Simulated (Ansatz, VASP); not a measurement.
**One calculation of RbCl, two programs**

Contents of INCAR:

```
PREC = Accurate
ENCUT = 500
EDIFF = 1E-6
ISMEAR = 0
SIGMA = 0.05
LREAL = F
LASPH = T
NELM = 120
ALGO = Normal
ISIF = 2
LWAVE = F
LCHARG = F
GGA = PE
NBANDS = 15
GGA_COMPAT = F
```

KPOINTS

```
regular mesh
0
Gamma
  6 6 6
```

File POSCAR:

```
RbCl
1.0
    0.0000000000      3.4049600000      3.4049600000
    3.4049600000      0.0000000000      3.4049600000
    3.4049600000      3.4049600000      0.0000000000
Rb Cl
1 1
Direct
    0.0000000000      0.0000000000      0.0000000000
    0.5000000000      0.5000000000      0.5000000000
```

Input for Ansatz:

```yaml
crystal:
  lattice:
    - [0.0, 3.40496, 3.40496]
    - [3.40496, 0.0, 3.40496]
    - [3.40496, 3.40496, 0.0]
  atoms:
    - { symbol: Rb, position: [0.0, 0.0, 0.0] }
    - { symbol: Cl, position: [0.5, 0.5, 0.5] }
basis:
  ecutwfc: 420
kpoints:
  mp_grid: { grid: [6, 6, 6] }
hamiltonian:
  xc: pbe
scf:
  occupations: { method: gaussian, width: 0.05 }
output:
  forces: true
  stress: true
  eigenvalues: true
```

Change from the starting cell: strain +0.040 along x and y, +0.040 along z, atoms carried along.

Alike in both runs: task single point; functional PBE; k mesh 6 × 6 × 6; occupations gaussian, width 0.05 eV; no spin polarisation.

|  | VASP | Ansatz |
| --- | --- | --- |
| version | VASP 6.6.1 | Ansatz 0.2.0 |
| potentials or method | VASP PAW PBE potentials, release 64 (Rb_sv, Cl), cutoff 500 eV | scalar-relativistic, plane waves, PAW |
| valence electrons in the cell | 16 | 16 |

```csv
,VASP,Ansatz,Ansatz less VASP
gap on the k mesh at the Fermi level (eV),4.69,4.69,+0.002
least direct gap on the mesh (eV),4.69,4.69,+0.002
pressure (GPa),-0.6,-0.6,+0.01
```
